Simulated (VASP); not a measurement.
Si12O (a cell with a defect): single point with PBE

Si12O (a cell with a defect):

```
Si O
1.0
     0.00000    0.00000   -6.36502
     5.77692    3.33531    0.00000
     0.00000   -6.67061    0.00000
Si O
12 1
Direct
  0.93205 0.31230 0.31230
  0.93205 0.00000 0.68770
  0.93205 0.68770 0.00000
  0.43252 0.65423 0.65423
  0.43252 0.34577 0.00000
  0.43252 0.00000 0.34577
  0.56795 0.31230 0.31230
  0.56795 0.00000 0.68770
  0.56795 0.68770 0.00000
  0.06748 0.65423 0.65423
  0.06748 0.34577 0.00000
  0.06748 0.00000 0.34577
  0.75000 0.00000 0.00000
```

* Program: VASP 6.6.1
* Task: single point
* Functional: PBE
* Potentials or basis: VASP PAW PBE potentials, release 64 (Si, O)
* Cutoff: 520 eV
* k mesh: 3 × 3 × 3
* Occupations: gaussian, width 0.02 eV
* Spin: no spin polarisation

```json
{"Pressure": "0.1 GPa", "Largest force": "0.006 eV/Å", "Band gap on the k mesh": "zero (band 27 reaches 6.21 eV, above the bottom of band 28 at 5.07 eV)"}
```

Forces on the atoms (eV/Å):
```
Si   0.001  0.000  0.005
Si   0.000  0.001  0.005
Si  -0.001  0.000  0.005
Si   0.004 -0.002  0.003
Si  -0.004 -0.002  0.003
Si   0.000  0.005  0.003
Si   0.001  0.000 -0.005
Si   0.000  0.001 -0.005
Si  -0.001  0.000 -0.005
Si   0.004 -0.002 -0.003
Si  -0.004 -0.002 -0.003
Si   0.000  0.005 -0.003
O    0.000  0.000  0.000
```

Stress tensor (GPa, compression positive):
```
-1.38  0.00  0.00
 0.00 -1.38  0.00
 0.00  0.00  2.93
```

Levels at points of the mesh, in eV from the Fermi level:
```tsv
k point	band 23	band 24	band 25	band 26	band 27	band 28	band 29	band 30
(0.00, 0.00, 0.00)	-0.56	-0.56	-0.29	-0.03	0.73	0.73	1.38	1.59
```

It took 82 s on 1 thread of Intel(R) Xeon(R) Platinum 8488C (Sapphire Rapids), on a shared host, peak memory 0.35 GiB.

Caveat: the k points lie up to 0.36 Å⁻¹ apart.
